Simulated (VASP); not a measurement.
# Si5Ge (P-6m2) in VASP: further runs

The runs below take Si5Ge through single point, with PBE.

Everything below comes from runs of VASP 6.6.1. Logs are shortened: lines on timing, memory, paths and dates and some standing lists are left out, and cuts for length are marked.

### Step 1. The cell of the first run

Symmetry: P-6m2, No. 187, hexagonal system. The conventional cell has a = 2.925 Å, b = 2.925 Å, c = 12.730 Å, α = 90.00°, β = 90.00°, γ = 120.00°. Si (site symmetry 3m) has 12 Si at 2.59 to 2.92 Å within 3.4 Å. Within 3.5 Å of Si (site symmetry 3m) lie 9 Si at 2.62 to 2.92 Å and 3 Ge at 2.94 Å. Within 3.4 Å of Si (site symmetry -6m2) lie 12 Si at 2.59 to 2.92 Å. Within 3.9 Å of Ge (site symmetry -6m2) lie 6 Ge at 2.92 Å and 6 Si at 2.94 Å.

### Step 2. Single point, PBE

File INCAR:

```
SYSTEM = Si5Ge
  PREC = Accurate
  ENCUT = 520
  EDIFF = 1E-6
  ISMEAR = 0
  SIGMA = 0.1
  LREAL = .False.
  LASPH = .True.
  NELM = 80
  ALGO = Normal
  ISIF = 2
  LWAVE = .False.
  LCHARG = .False.
  GGA = PE
  NBANDS = 26
```

File KPOINTS:

```
Automatic mesh
0
Gamma
  6 6 2
  0 0 0
```

File POSCAR:

```
Si5Ge
1.0
    2.9247545603     -0.0000000030      0.0000000000
   -1.4623772776      2.5329117506      0.0000000000
    0.0000000000      0.0000000000     12.7298934734
Si Ge
5 1
Direct
    0.6666666667      0.3333333333      0.8460166667
    0.6666666667      0.3333333333      0.1539833333
    0.3333333333      0.6666666667      0.6886402310
    0.3333333333      0.6666666667      0.0000000000
    0.3333333333      0.6666666667      0.3113597690
    0.6666666667      0.3333333333      0.5000000000
```

Potentials or basis: VASP PAW PBE potentials, release 64 (Si, Ge_d).

Started as:

```console
> cat potpaw_PBE.64/Si/POTCAR potpaw_PBE.64/Ge_d/POTCAR > POTCAR
> mpirun -np 1 vasp_std > vasp.out
```

OUTCAR:

```text
SYSTEM = Si5Ge
   PREC = Accurate
   ENCUT = 520
   EDIFF = 1E-6
   ISMEAR = 0
   LREAL = .False.
   LASPH = .True.
   NELM = 80
   ISIF = 2
   GGA = PE

 ion  position               nearest neighbor table
   1  0.667  0.333  0.846-   4 2.59   4 2.59   4 2.59   3 2.62   3 2.62   3 2.62
   2  0.667  0.333  0.154-   4 2.59   4 2.59   4 2.59   5 2.62   5 2.62   5 2.62
   3  0.333  0.667  0.689-   1 2.62   1 2.62   1 2.62   6 2.94   6 2.94   6 2.94
   4  0.333  0.667  0.000-   1 2.59   2 2.59   1 2.59   2 2.59   1 2.59   2 2.59
   5  0.333  0.667  0.311-   2 2.62   2 2.62   2 2.62   6 2.94   6 2.94   6 2.94
   6  0.667  0.333  0.500-   3 2.94   5 2.94   3 2.94   5 2.94   3 2.94   5 2.94

  LATTYP: Found a hexagonal cell.
 ALAT       =     2.9247545603
 C/A-ratio  =     4.3524655526

  Lattice vectors:

 A1 = (   2.9247545603,  -0.0000000030,   0.0000000000)
 A2 = (  -1.4623772776,   2.5329117506,   0.0000000000)
 A3 = (   0.0000000000,   0.0000000000,  12.7298934734)

Analysis of symmetry for initial positions (statically):
=====================================================================
 Subroutine PRICEL returns:
 Original cell was already a primitive cell.

 Routine SETGRP: Setting up the symmetry group for a
 hexagonal supercell.

 Subroutine GETGRP returns: Found 12 space group operations
 (whereof 12 operations were pure point group operations)
 out of a pool of 24 trial point group operations.

The static configuration has the point symmetry D_3h.

Analysis of symmetry for dynamics (positions and initial velocities):
=====================================================================
 Subroutine PRICEL returns:
 Original cell was already a primitive cell.

 Routine SETGRP: Setting up the symmetry group for a
 hexagonal supercell.

 Subroutine GETGRP returns: Found 12 space group operations
 (whereof 12 operations were pure point group operations)
 out of a pool of 24 trial point group operations.

The dynamic configuration has the point symmetry D_3h.

 Subroutine INISYM returns: Found 12 space group operations
 (whereof 12 operations are pure point group operations),
 and found     1 'primitive' translations

----------------------------------------------------------------------------------------

                                     Primitive cell

  volume of cell :      94.3049

  direct lattice vectors                    reciprocal lattice vectors
     2.924754560 -0.000000003  0.000000000     0.341909032  0.197401271  0.000000000
    -1.462377278  2.532911751  0.000000000     0.000000000  0.394802543  0.000000000
     0.000000000  0.000000000 12.729893473     0.000000000  0.000000000  0.078555253

  length of vectors
     2.924754560  2.924754560 12.729893473     0.394802543  0.394802543  0.078555253

  position of ions in fractional coordinates (direct lattice)
     0.666666667  0.333333333  0.846016667
     0.666666667  0.333333333  0.153983333
     0.333333333  0.666666667  0.688640231
     0.333333333  0.666666667  0.000000000
     0.333333333  0.666666667  0.311359769
     0.666666667  0.333333333  0.500000000

  ion indices of the primitive-cell ions
   primitive index   ion index
                 1           1
                 2           2
                 3           3
                 4           4
                 5           5
                 6           6

----------------------------------------------------------------------------------------

 KPOINTS: Automatic mesh

Automatic generation of k-mesh.
 Grid dimensions read from file:
 generate k-points for:    6    6    2

 Generating k-lattice:

  Cartesian coordinates                     Fractional coordinates (reciprocal lattice)
     0.056984839  0.032900212  0.000000000     0.166666667  0.000000000  0.000000000
     0.000000000  0.065800424  0.000000000     0.000000000  0.166666667  0.000000000
     0.000000000  0.000000000  0.039277626     0.000000000  0.000000000  0.500000000

  Length of vectors
     0.065800424  0.065800424  0.039277626

  Shift w.r.t. Gamma in fractional coordinates (k-lattice)
     0.000000000  0.000000000  0.000000000

 Subroutine IBZKPT returns following result:
 ===========================================

 Found     14 irreducible k-points:

 Following reciprocal coordinates:
            Coordinates               Weight
  0.000000  0.000000  0.000000      1.000000
  0.166667  0.000000  0.000000      6.000000
  0.333333  0.000000  0.000000      6.000000
  0.500000  0.000000  0.000000      3.000000
  0.166667  0.166667  0.000000      6.000000
  0.333333  0.166667  0.000000     12.000000
  0.333333  0.333333  0.000000      2.000000
  0.000000  0.000000  0.500000      1.000000
  0.166667  0.000000  0.500000      6.000000
  0.333333  0.000000  0.500000      6.000000
  0.500000  0.000000  0.500000      3.000000
  0.166667  0.166667  0.500000      6.000000
  0.333333  0.166667  0.500000     12.000000
  0.333333  0.333333  0.500000      2.000000
   k-points           NKPTS =     14   k-points in BZ     NKDIM =     14   number of bands    NBANDS=     26
   number of dos      NEDOS =    301   number of ions     NIONS =      6
   total plane-waves  NPLWV =  55296
   dimension x,y,z NGX =    24 NGY =   24 NGZ =   96
   dimension x,y,z NGXF=    48 NGYF=   48 NGZF=  192
   ions per type =               5   1
   NGX,Y,Z   is equivalent  to a cutoff of  13.64, 13.64, 12.54 a.u.
   NGXF,Y,Z  is equivalent  to a cutoff of  27.28, 27.28, 25.07 a.u.
 SYSTEM =  Si5Ge
   PREC   = accura    normal or accurate (medium, high low for compatibility)
   ISTART =      0    job   : 0-new  1-cont  2-samecut
   ICHARG =      2    charge: 1-file 2-atom 10-const
   ISPIN  =      1    spin polarized calculation?
   LNONCOLLINEAR =      F non collinear calculations
   LSORBIT =      F    spin-orbit coupling
   LASPH  =      T    aspherical Exc in radial PAW
   ENCUT  =  520.0 eV  38.22 Ry    6.18 a.u.   5.44  5.44 23.67*2*pi/ulx,y,z
   NELM   =     80;   NELMIN=  2; NELMDL= -5     # of ELM steps
   EDIFF  = 0.1E-05   stopping-criterion for ELM
   LREAL  =      F    real-space projection
   EDIFFG = 0.1E-04   stopping-criterion for IOM
   NSW    =      0    number of steps for IOM
   IBRION =     -1    ionic relax: 0-MD 1-quasi-New 2-CG
   NFREE  =      0    steps in history (QN), initial steepest desc. (CG)
   ISIF   =      2    stress and relaxation
   ISYM   =      2    0-nonsym 1-usesym 2-fastsym
   POTIM  = 0.5000    time-step for ionic-motion
   TEBEG  =    0.0;   TEEND  =   0.0 temperature during run
   PSTRESS=    0.0 pullay stress
   NELECT =      34.0000    total number of electrons
   NUPDOWN=      -1.0000    fix difference up-down
   EMIN   =  10.00;   EMAX   =-10.00  energy-range for DOS
   EFERMI =   0.00;   METHOD = LEGACY
   ISMEAR =     0;   SIGMA  =   0.10  broadening in eV -4-tet -1-fermi 0-gaus
   EFERMI_NEDOS =   21; number of points for ismear=-14 and -15
   IALGO  =     38    algorithm
   IMIX   =      4    mixing-type and parameters
     AMIX     =   0.40;   BMIX     =  1.00
     AMIX_MAG =   1.60;   BMIX_MAG =  1.00
  volume/ion in A,a.u.               =      15.72       106.07
  Fermi-wavevector in a.u.,A,eV,Ry     =   1.165171  2.201854 18.471593  1.357624
  Thomas-Fermi vector in A             =   2.301700
   LORBIT       =      0    0 simple, 1 ext, 2 COOP (PROOUT), +10 PAW based schemes
   GGA     = PE    functional components
   LHFCALC =     F    Hartree Fock is set to
   AEXX    =    0.0000 exact exchange contribution
   IVDW    =     0    specifies the selected vdW correction
   LEPSILON=     F    determine dielectric tensor
   LRPA    =     F    only Hartree local field effects (RPA)
 non-spin polarized calculation
 Gauss-broadening in eV      SIGMA  =   0.10
  energy-cutoff  :      520.00
  volume of cell :       94.30
 maximum number of plane-waves:      2603
 NGX is ok and might be reduce to    24
   NGX = 11   NGY = 11   NGZ = 47

 number of electron      33.9999990 magnetization

 Free energy of the ion-electron system (eV)
  ---------------------------------------------------
  ext. energy  EPLUGINS =         0.00000000
  ---------------------------------------------------
  free energy    TOTEN  =       -28.49381791 eV

  energy without entropy =      -28.48115356  energy(sigma->0) =      -28.48748573

 E-fermi :   8.9693     XC(G=0): -11.0675

 val. band max:        8.9400149305   @ k =   0.3333   0.1667   0.5000
 cond. band min:       9.1065763980   @ k =   0.1667   0.1667   0.5000
 fundamental gap:      0.1665614674
 Fermi energy:         8.9693249129

 k-point     1 :       0.0000    0.0000    0.0000
  band No.  band energies     occupation
      1     -15.8917      2.00000
      2     -15.8801      2.00000
      3     -15.8801      2.00000
      4     -15.8146      2.00000
      5     -15.8146      2.00000
      6      -5.0491      2.00000
[... 18 lines left out ...]
     25      16.8918      0.00000
     26      16.8918      0.00000

 k-point     2 :       0.1667    0.0000    0.0000
  band No.  band energies     occupation
      1     -15.8927      2.00000
      2     -15.8677      2.00000
      3     -15.8541      2.00000
      4     -15.8295      2.00000
      5     -15.8179      2.00000
      6      -4.4259      2.00000
[... 18 lines left out ...]
     25      16.1080      0.00000
     26      16.1904      0.00000

 k-point     3 :       0.3333    0.0000    0.0000
  band No.  band energies     occupation
      1     -15.9122      2.00000
      2     -15.8588      2.00000
      3     -15.8266      2.00000
      4     -15.8246      2.00000
      5     -15.8015      2.00000
      6      -2.5762      2.00000
[... 282 lines left out ...]
 k-point    13 :       0.3333    0.1667    0.5000
  band No.  band energies     occupation
      1     -15.8909      2.00000
      2     -15.8656      2.00000
      3     -15.8355      2.00000
      4     -15.8234      2.00000
      5     -15.7900      2.00000
      6      -0.7265      2.00000
[... 18 lines left out ...]
     25      12.8256      0.00000
     26      13.5020      0.00000

 k-point    14 :       0.3333    0.3333    0.5000
  band No.  band energies     occupation
      1     -15.8559      2.00000
      2     -15.8540      2.00000
      3     -15.8343      2.00000
      4     -15.8326      2.00000
      5     -15.8199      2.00000
      6       1.8543      2.00000
[... 18 lines left out ...]
     25      12.3573      0.00000
     26      12.9446      0.00000

------------------------ aborting loop because EDIFF is reached ----------------------------------------

  FORCE on cell =-STRESS in cart. coord.  units (eV):
  Direction    XX          YY          ZZ          XY          YZ          ZX
  --------------------------------------------------------------------------------------
  -------------------------------------------------------------------------------------
  Total       -0.1504848     -0.1504848      0.0955504      0.0000000      0.0000000      0.0000000
  in kB       -2.5566359     -2.5566359      1.6233369      0.0000000      0.0000000      0.0000000
  external PRESSURE =      -1.1633117 kB  Pullay stress =       0.0000000 kB

 VOLUME and BASIS-vectors are now :
 -----------------------------------------------------------------------------
  energy-cutoff  :      520.00
  volume of cell :       94.30
      direct lattice vectors                 reciprocal lattice vectors
     2.924754560 -0.000000003  0.000000000     0.341909032  0.197401271  0.000000000
    -1.462377278  2.532911751  0.000000000     0.000000000  0.394802543  0.000000000
     0.000000000  0.000000000 12.729893473     0.000000000  0.000000000  0.078555253

 POSITION                                       TOTAL-FORCE (eV/Angst)
 -----------------------------------------------------------------------------------
      1.46238      0.84430     10.76970         0.000000      0.000000     -0.001526
      1.46238      0.84430      1.96019        -0.000000      0.000000      0.001526
      0.00000      1.68861      8.76632        -0.000000      0.000000      0.000431
      0.00000      1.68861      0.00000         0.000000     -0.000000      0.000000
      0.00000      1.68861      3.96358         0.000000     -0.000000     -0.000431
      1.46238      0.84430      6.36495        -0.000000     -0.000000      0.000000
 -----------------------------------------------------------------------------------
    total drift:                                0.000000     -0.000000      0.000000

  FREE ENERGIE OF THE ION-ELECTRON SYSTEM (eV)
  ---------------------------------------------------
  free  energy   TOTEN  =       -28.4938179067 eV

  energy  without entropy=      -28.4811535571  energy(sigma->0) =      -28.48748573
```

Run time: 21 s. Hardware: 1 thread of Intel Xeon 6975P-C (Granite Rapids), shared host; peak memory 0.22 GiB.

What came out:

| Item | Value |
| --- | --- |
| Free energy | -28.4938 eV |
| Pressure | -0.1 GPa |
| Band gap on the k mesh | zero (band 17 reaches 15.13 eV, above the bottom of band 18 at 6.05 eV) |

Levels at points of the mesh, in eV from the Fermi level:
```csv
k point,band 14,band 15,band 16,band 17,band 18,band 19,band 20,band 21
"(0.00, 0.00, 0.00)",0.33,5.32,5.32,6.16,6.16,6.97,6.97,7.02
"(0.50, 0.00, 0.00)",-4.31,-3.80,-1.20,-0.51,-0.10,0.72,1.33,2.23
"(0.00, 0.00, 0.50)",3.59,3.95,5.33,5.33,6.07,6.07,7.25,7.25
"(0.50, 0.00, 0.50)",-3.64,-2.79,-2.56,-1.61,1.27,1.35,2.08,2.45
```

Caveat: the k points lie up to 0.41 Å⁻¹ apart.

### Step 3. Single point, PBE

This run uses another cell than the first one, of 15.88 Å³/atom, 1.010 times its volume.

File INCAR:

```
SYSTEM = Si5Ge
PREC = Accurate
ENCUT = 520
EDIFF = 1E-6
ISMEAR = 0
SIGMA = 0.1
LREAL = .FALSE.
LASPH = .TRUE.
NELM = 100
ALGO = Normal
ISIF = 2
LWAVE = .FALSE.
LCHARG = .FALSE.
GGA = PE
NBANDS = 26
```

File KPOINTS:

```
regular mesh
0
G
  6 6 2
  0 0 0
```

File POSCAR:

```
Si5Ge
1.0
    2.8277913900      0.0000000000      0.0000000000
   -1.4138956900      2.4489391800      0.0000000000
    0.0000000000      0.0000000000     13.7564333800
Si Ge
5 1
Direct
    0.6666666700      0.3333333300      0.8333333300
    0.6666666700      0.3333333300      0.1666666700
    0.3333333300      0.6666666700      0.6666666700
    0.3333333300      0.6666666700      0.0000000000
    0.3333333300      0.6666666700      0.3333333300
    0.6666666700      0.3333333300      0.5000000000
```

Potentials or basis: VASP PAW PBE potentials, release 64 (Si, Ge_d).

Started as:

```console
> cat potpaw_PBE.64/Si/POTCAR potpaw_PBE.64/Ge_d/POTCAR > POTCAR
> mpirun -np 1 vasp_std > vasp.out
```

OUTCAR:

```text
SYSTEM = Si5Ge
   PREC = Accurate
   ENCUT = 520
   EDIFF = 1E-6
   ISMEAR = 0
   LREAL = .FALSE.
   LASPH = .TRUE.
   NELM = 100
   ISIF = 2
   GGA = PE

 ion  position               nearest neighbor table
   1  0.667  0.333  0.833-   3 2.81   3 2.81   3 2.81   4 2.81   4 2.81   4 2.81
   2  0.667  0.333  0.167-   5 2.81   5 2.81   5 2.81   4 2.81   4 2.81   4 2.81
   3  0.333  0.667  0.667-   1 2.81   1 2.81   1 2.81   6 2.81   6 2.81   6 2.81
   4  0.333  0.667  0.000-   1 2.81   2 2.81   1 2.81   2 2.81   1 2.81   2 2.81
   5  0.333  0.667  0.333-   2 2.81   2 2.81   2 2.81   6 2.81   6 2.81   6 2.81
   6  0.667  0.333  0.500-   3 2.81   5 2.81   3 2.81   5 2.81   3 2.81   5 2.81

  LATTYP: Found a hexagonal cell.
 ALAT       =     2.8277913900
 C/A-ratio  =     4.8647270901

  Lattice vectors:

 A1 = (   2.8277913900,   0.0000000000,   0.0000000000)
 A2 = (  -1.4138956900,   2.4489391800,   0.0000000000)
 A3 = (   0.0000000000,   0.0000000000,  13.7564333800)

Analysis of symmetry for initial positions (statically):
=====================================================================
[... 173 lines left out ...]
 cond. band min:       9.0724756116   @ k =   0.1667   0.1667   0.0000
 fundamental gap:      0.1321442972
 Fermi energy:         8.9567892722

 k-point     1 :       0.0000    0.0000    0.0000
  band No.  band energies     occupation
      1     -15.9007      2.00000
      2     -15.8846      2.00000
      3     -15.8846      2.00000
      4     -15.7940      2.00000
      5     -15.7940      2.00000
      6      -5.0020      2.00000
[... 395 lines left out ...]
     25      11.6890      0.00000
     26      11.7267      0.00000

------------------------ aborting loop because EDIFF is reached ----------------------------------------

  FORCE on cell =-STRESS in cart. coord.  units (eV):
  Direction    XX          YY          ZZ          XY          YZ          ZX
  --------------------------------------------------------------------------------------
  -------------------------------------------------------------------------------------
  Total        1.0176570      1.0176570     -5.5759638      0.0000000      0.0000000     -0.0000000
  in kB       17.1151532     17.1151532    -93.7776432      0.0000000      0.0000000     -0.0000000
  external PRESSURE =     -19.8491123 kB  Pullay stress =       0.0000000 kB

 VOLUME and BASIS-vectors are now :
 -----------------------------------------------------------------------------
  energy-cutoff  :      520.00
  volume of cell :       95.26
      direct lattice vectors                 reciprocal lattice vectors
     2.827791390  0.000000000  0.000000000     0.353632875  0.204170035  0.000000000
    -1.413895690  2.448939180  0.000000000     0.000000000  0.408340072  0.000000000
     0.000000000  0.000000000 13.756433380     0.000000000  0.000000000  0.072693261

 POSITION                                       TOTAL-FORCE (eV/Angst)
 -----------------------------------------------------------------------------------
      1.41390      0.81631     11.46369         0.000000     -0.000000     -0.017022
      1.41390      0.81631      2.29274         0.000000     -0.000000      0.017022
     -0.00000      1.63263      9.17096         0.000000     -0.000000      0.585366
     -0.00000      1.63263      0.00000         0.000000     -0.000000      0.000000
     -0.00000      1.63263      4.58548         0.000000     -0.000000     -0.585366
      1.41390      0.81631      6.87822        -0.000000      0.000000      0.000000
 -----------------------------------------------------------------------------------
    total drift:                               -0.000006      0.000004      0.000000

  FREE ENERGIE OF THE ION-ELECTRON SYSTEM (eV)
  ---------------------------------------------------
  free  energy   TOTEN  =       -28.1126296028 eV

  energy  without entropy=      -28.1053400653  energy(sigma->0) =      -28.10898483
```

Run time: 30 s. Hardware: 1 thread of Intel Xeon 6975P-C (Granite Rapids), shared host; peak memory 0.23 GiB.

What came out:

| Property | Result |
| --- | --- |
| Free energy | -28.1126 eV |
| Pressure | -2.0 GPa |
| Largest force | 0.585 eV/Å |
| Band gap on the k mesh | zero (band 17 reaches 16.41 eV, above the bottom of band 18 at 5.85 eV) |

Forces on the atoms (eV/Å):
```
Si   0.000  0.000 -0.017
Si   0.000  0.000  0.017
Si   0.000  0.000  0.585
Si   0.000  0.000  0.000
Si   0.000  0.000 -0.585
Ge   0.000  0.000  0.000
```

Caveat: the k points lie up to 0.43 Å⁻¹ apart.
